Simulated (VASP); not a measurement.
# Hf (Cmce) in VASP: single point with r2SCAN

Aim: the single point of Hf with r2SCAN.

Program: VASP 6.6.1. These are calculated values, not measurements. Logs are shortened: lines on timing, memory, paths and dates and some standing lists are left out, and cuts for length are marked.

### Step 1. The cell of the first run

It takes space group Cmce (No. 64, orthorhombic). The conventional cell has a = 3.540 Å, b = 11.230 Å, c = 4.685 Å, α = 90.00°, β = 90.00°, γ = 90.00°. Within 3.1 Å of Hf (site symmetry m) lie 3 Hf at 2.32 to 2.36 Å.

### Step 2. Single point, r2SCAN

Contents of POSCAR:

```
Hf
1.0
    1.7701402080     -5.6152483939      0.0000000000
    1.7701402080      5.6152483939      0.0000000000
    0.0000000000      0.0000000000      4.6847215172
Hf
4
Direct
    0.0980000000      0.9020000000      0.9100000000
    0.5980000000      0.4020000000      0.5900000000
    0.9020000000      0.0980000000      0.0900000000
    0.4020000000      0.5980000000      0.4100000000
```

Contents of INCAR.step1:

```
  ALGO = Normal
  EDIFF = 1E-4
  ENCUT = 520
  GGA = PE
  ISMEAR = 0
  LASPH = T
  LCHARG = F
  LREAL = F
  LWAVE = T
  NBANDS = 28
  NELM = 80
  PREC = Accurate
  SIGMA = 0.1
```

Contents of INCAR.step2:

```
  ALGO = Normal
  EDIFF = 1E-6
  ENCUT = 520
  ISIF = 2
  ISMEAR = 0
  ISTART = 1
  LASPH = T
  LCHARG = F
  LMIXTAU = T
  LREAL = F
  LWAVE = F
  METAGGA = R2SCAN
  NBANDS = 28
  NELM = 80
  PREC = Accurate
  SIGMA = 0.1
```

Contents of KPOINTS:

```
k-points
0
Gamma
  6 6 4
```

Potentials or basis: VASP PAW PBE potentials, release 64 (Hf_pv).

Command:

```
> cat potpaw_PBE.64/Hf_pv/POTCAR > POTCAR
> cp INCAR.step1 INCAR
> mpirun -np 1 vasp_std > vasp.out
> cp INCAR.step2 INCAR
> mpirun -np 1 vasp_std > vasp.out
```

OUTCAR:

```text
EDIFF = 1E-6
   ENCUT = 520
   ISIF = 2
   ISMEAR = 0
   ISTART = 1
   LASPH = T
   LREAL = F
   METAGGA = R2SCAN
   NELM = 80
   PREC = Accurate

 ion  position               nearest neighbor table
   1  0.098  0.902  0.910-   2 2.32   2 2.32   3 2.36   2 3.64   2 3.64   4 3.67   4 3.67   4 3.67
                             4 3.67
   2  0.598  0.402  0.590-   1 2.32   1 2.32   4 2.36   1 3.64   1 3.64   3 3.67   3 3.67   3 3.67
                             3 3.67
   3  0.902  0.098  0.090-   4 2.32   4 2.32   1 2.36   4 3.64   4 3.64   2 3.67   2 3.67   2 3.67
                             2 3.67
   4  0.402  0.598  0.410-   3 2.32   3 2.32   2 2.36   3 3.64   3 3.64   1 3.67   1 3.67   1 3.67
                             1 3.67

  LATTYP: Found a base centered orthorhombic cell.
 ALAT       =     3.5402804160
 B/A-ratio  =     3.1722054380
 C/A-ratio  =     1.3232628399

  Lattice vectors:

 A1 = (   1.7701402080,  -5.6152483939,   0.0000000000)
 A2 = (   1.7701402080,   5.6152483939,   0.0000000000)
 A3 = (   0.0000000000,   0.0000000000,   4.6847215172)

Analysis of symmetry for initial positions (statically):
=====================================================================
 Subroutine PRICEL returns:
 Original cell was already a primitive cell.

 Routine SETGRP: Setting up the symmetry group for a
 base centered orthorhombic supercell.

 Subroutine GETGRP returns: Found  8 space group operations
 (whereof  4 operations were pure point group operations)
 out of a pool of  8 trial point group operations.

The static configuration has the point symmetry C_2h.
 The point group associated with its full space group is D_2h.

Analysis of symmetry for dynamics (positions and initial velocities):
=====================================================================
 Subroutine PRICEL returns:
 Original cell was already a primitive cell.

 Routine SETGRP: Setting up the symmetry group for a
 base centered orthorhombic supercell.

 Subroutine GETGRP returns: Found  8 space group operations
 (whereof  4 operations were pure point group operations)
 out of a pool of  8 trial point group operations.

The dynamic configuration has the point symmetry C_2h.
 The point group associated with its full space group is D_2h.

 Subroutine INISYM returns: Found  8 space group operations
 (whereof  4 operations are pure point group operations),
 and found     1 'primitive' translations

----------------------------------------------------------------------------------------

                                     Primitive cell

  volume of cell :      93.1302

  direct lattice vectors                    reciprocal lattice vectors
     1.770140208 -5.615248394  0.000000000     0.282463501 -0.089043256  0.000000000
     1.770140208  5.615248394  0.000000000     0.282463501  0.089043256  0.000000000
     0.000000000  0.000000000  4.684721517     0.000000000  0.000000000  0.213459860

  length of vectors
     5.887649011  5.887649011  4.684721517     0.296166053  0.296166053  0.213459860

  position of ions in fractional coordinates (direct lattice)
     0.098000000  0.902000000  0.910000000
     0.598000000  0.402000000  0.590000000
     0.902000000  0.098000000  0.090000000
     0.402000000  0.598000000  0.410000000

  ion indices of the primitive-cell ions
   primitive index   ion index
                 1           1
                 2           2
                 3           3
                 4           4

----------------------------------------------------------------------------------------

 KPOINTS: k-points

Automatic generation of k-mesh.
 Grid dimensions read from file:
 generate k-points for:    6    6    4

 Generating k-lattice:

  Cartesian coordinates                     Fractional coordinates (reciprocal lattice)
     0.047077250 -0.014840543  0.000000000     0.166666667  0.000000000  0.000000000
     0.047077250  0.014840543  0.000000000     0.000000000  0.166666667  0.000000000
     0.000000000  0.000000000  0.053364965     0.000000000  0.000000000  0.250000000

  Length of vectors
     0.049361009  0.049361009  0.053364965

  Shift w.r.t. Gamma in fractional coordinates (k-lattice)
     0.000000000  0.000000000  0.000000000

 Subroutine IBZKPT returns following result:
 ===========================================

 Found     39 irreducible k-points:

 Following reciprocal coordinates:
            Coordinates               Weight
  0.000000  0.000000  0.000000      1.000000
  0.166667  0.000000  0.000000      4.000000
  0.333333  0.000000  0.000000      4.000000
  0.500000  0.000000  0.000000      2.000000
  0.166667  0.166667  0.000000      2.000000
  0.333333  0.166667  0.000000      4.000000
[... 16 lines left out ...]
  0.333333  0.333333  0.250000      4.000000
  0.500000  0.333333  0.250000      8.000000
 [... further k-points ...]
   k-points           NKPTS =     39   k-points in BZ     NKDIM =     39   number of bands    NBANDS=     28
   number of dos      NEDOS =    301   number of ions     NIONS =      4
   total plane-waves  NPLWV =  82944
   dimension x,y,z NGX =    48 NGY =   48 NGZ =   36
   dimension x,y,z NGXF=    96 NGYF=   96 NGZF=   72
   ions per type =               4
   NGX,Y,Z   is equivalent  to a cutoff of  13.55, 13.55, 12.78 a.u.
   NGXF,Y,Z  is equivalent  to a cutoff of  27.11, 27.11, 25.55 a.u.
 SYSTEM =  unknown system
   PREC   = accura    normal or accurate (medium, high low for compatibility)
   ISTART =      1    job   : 0-new  1-cont  2-samecut
   ICHARG =      0    charge: 1-file 2-atom 10-const
   ISPIN  =      1    spin polarized calculation?
   LNONCOLLINEAR =      F non collinear calculations
   LSORBIT =      F    spin-orbit coupling
   LASPH  =      T    aspherical Exc in radial PAW
   ENCUT  =  520.0 eV  38.22 Ry    6.18 a.u.  10.95 10.95  8.71*2*pi/ulx,y,z
   NELM   =     80;   NELMIN=  2; NELMDL=  0     # of ELM steps
   EDIFF  = 0.1E-05   stopping-criterion for ELM
   LREAL  =      F    real-space projection
   EDIFFG = 0.1E-04   stopping-criterion for IOM
   NSW    =      0    number of steps for IOM
   IBRION =     -1    ionic relax: 0-MD 1-quasi-New 2-CG
   NFREE  =      0    steps in history (QN), initial steepest desc. (CG)
   ISIF   =      2    stress and relaxation
   ISYM   =      2    0-nonsym 1-usesym 2-fastsym
   POTIM  = 0.5000    time-step for ionic-motion
   TEBEG  =    0.0;   TEEND  =   0.0 temperature during run
   PSTRESS=    0.0 pullay stress
   NELECT =      40.0000    total number of electrons
   NUPDOWN=      -1.0000    fix difference up-down
   EMIN   =  10.00;   EMAX   =-10.00  energy-range for DOS
   EFERMI =   0.00;   METHOD = LEGACY
   ISMEAR =     0;   SIGMA  =   0.10  broadening in eV -4-tet -1-fermi 0-gaus
   EFERMI_NEDOS =   21; number of points for ismear=-14 and -15
   IALGO  =     38    algorithm
   IMIX   =      4    mixing-type and parameters
     AMIX     =   0.40;   BMIX     =  1.00
     AMIX_MAG =   1.60;   BMIX_MAG =  1.00
  volume/ion in A,a.u.               =      23.28       157.12
  Fermi-wavevector in a.u.,A,eV,Ry     =   1.235183  2.334158 20.758101  1.525677
  Thomas-Fermi vector in A             =   2.369843
   LORBIT       =      0    0 simple, 1 ext, 2 COOP (PROOUT), +10 PAW based schemes
   METAGGA = R2SCAN    functional components
   LHFCALC =     F    Hartree Fock is set to
   AEXX    =    0.0000 exact exchange contribution
   IVDW    =     0    specifies the selected vdW correction
   LEPSILON=     F    determine dielectric tensor
   LRPA    =     F    only Hartree local field effects (RPA)
 non-spin polarized calculation
 Gauss-broadening in eV      SIGMA  =   0.10
  energy-cutoff  :      520.00
  volume of cell :       93.13
 maximum number of plane-waves:      2542
 NGX is ok and might be reduce to    48
   NGX = 21   NGY = 21   NGZ = 17

 number of electron      40.0000001 magnetization

 Free energy of the ion-electron system (eV)
  ---------------------------------------------------
  ext. energy  EPLUGINS =         0.00000000
  ---------------------------------------------------
  free energy    TOTEN  =      -168.67587549 eV

  energy without entropy =     -168.66176957  energy(sigma->0) =     -168.66882253

 E-fermi :   4.1237     XC(G=0): -11.5655

 val. band max:        4.0891915650   @ k =  -0.3333   0.1667   0.2500
 cond. band min:       4.1556902201   @ k =   0.5000   0.3333   0.5000
 fundamental gap:      0.0664986551
 Fermi energy:         4.1237374488

 k-point     1 :       0.0000    0.0000    0.0000
  band No.  band energies     occupation
      1     -29.5194      2.00000
      2     -29.3715      2.00000
      3     -29.0669      2.00000
      4     -28.8355      2.00000
      5     -28.5538      2.00000
      6     -28.3792      2.00000
[... 20 lines left out ...]
     27       6.5676      0.00000
     28       7.4546      0.00000

 k-point     2 :       0.1667    0.0000    0.0000
  band No.  band energies     occupation
      1     -29.5009      2.00000
      2     -29.4643      2.00000
      3     -29.1569      2.00000
      4     -28.9116      2.00000
      5     -28.5529      2.00000
      6     -28.4839      2.00000
[... 20 lines left out ...]
     27       7.0266      0.00000
     28       7.5768      0.00000

 k-point     3 :       0.3333    0.0000    0.0000
  band No.  band energies     occupation
      1     -29.5801      2.00000
      2     -29.4977      2.00000
      3     -29.2749      2.00000
      4     -29.0923      2.00000
      5     -28.6546      2.00000
      6     -28.6005      2.00000
[... 20 lines left out ...]
     27       6.1873      0.00000
     28       7.2025      0.00000

 k-point     4 :       0.5000    0.0000    0.0000
  band No.  band energies     occupation
      1     -29.5666      2.00000
      2     -29.5666      2.00000
      3     -29.2526      2.00000
      4     -29.2526      2.00000
      5     -28.6773      2.00000
      6     -28.6773      2.00000
[... 578 lines left out ...]
     27       7.4106      0.00000
     28       8.3670      0.00000

 k-point    23 :       0.3333    0.3333    0.2500
  band No.  band energies     occupation
      1     -29.5761      2.00000
      2     -29.4607      2.00000
      3     -29.3439      2.00000
      4     -29.1526      2.00000
      5     -28.6199      2.00000
      6     -28.5852      2.00000
[... 20 lines left out ...]
     27       7.6370      0.00000
     28       7.8246      0.00000

 k-point    24 :       0.5000    0.3333    0.2500
  band No.  band energies     occupation
      1     -29.4424      2.00000
      2     -29.4146      2.00000
      3     -29.1972      2.00000
      4     -28.9400      2.00000
      5     -28.5988      2.00000
      6     -28.4941      2.00000
[... 20 lines left out ...]
     27       7.5386      0.00000
     28       7.9142      0.00000

 [... further k-points ...]

------------------------ aborting loop because EDIFF is reached ----------------------------------------

  FORCE on cell =-STRESS in cart. coord.  units (eV):
  Direction    XX          YY          ZZ          XY          YZ          ZX
  --------------------------------------------------------------------------------------
  -------------------------------------------------------------------------------------
  Total       14.2338180      6.9903434     11.9722825      0.0000000      0.0000000      0.0000000
  in kB      244.8733806    120.2593028    205.9667533      0.0000000      0.0000000      0.0000000
  external PRESSURE =     190.3664789 kB  Pullay stress =       0.0000000 kB

 VOLUME and BASIS-vectors are now :
 -----------------------------------------------------------------------------
  energy-cutoff  :      520.00
  volume of cell :       93.13
      direct lattice vectors                 reciprocal lattice vectors
     1.770140208 -5.615248394  0.000000000     0.282463501 -0.089043256  0.000000000
     1.770140208  5.615248394  0.000000000     0.282463501  0.089043256  0.000000000
     0.000000000  0.000000000  4.684721517     0.000000000  0.000000000  0.213459860

 POSITION                                       TOTAL-FORCE (eV/Angst)
 -----------------------------------------------------------------------------------
      1.77014      4.51466      4.26310         0.000000     -3.746606      5.148910
      1.77014     -1.10059      2.76399         0.000000     -3.746606     -5.148910
      1.77014     -4.51466      0.42162         0.000000      3.746606     -5.148910
      1.77014      1.10059      1.92074         0.000000      3.746606      5.148910
 -----------------------------------------------------------------------------------
    total drift:                                0.000000      0.000000      0.000000

  FREE ENERGIE OF THE ION-ELECTRON SYSTEM (eV)
  ---------------------------------------------------
  free  energy   TOTEN  =      -168.6758754938 eV

  energy  without entropy=     -168.6617695746  energy(sigma->0) =     -168.66882253
```

Wall time 16 min (1 thread of AMD EPYC 7R43 (Zen 3), shared host); peak memory 0.3 GiB.

What came out:

| Item | Value |
| --- | --- |
| Free energy | -168.6759 eV |
| Pressure | 19.0 GPa |
| Largest force | 6.368 eV/Å |
| Band gap on the k mesh | zero (band 20 reaches 4.85 eV, above the bottom of band 21 at 3.41 eV) |

Forces on the atoms (eV/Å):
```
Hf   0.000 -3.747  5.149
Hf   0.000 -3.747 -5.149
Hf   0.000  3.747 -5.149
Hf   0.000  3.747  5.149
```

Caveat: the PAW data sets were made with another functional, which shifts forces and pressure a little; spin-orbit coupling is left out, which moves the levels of the heavy elements.
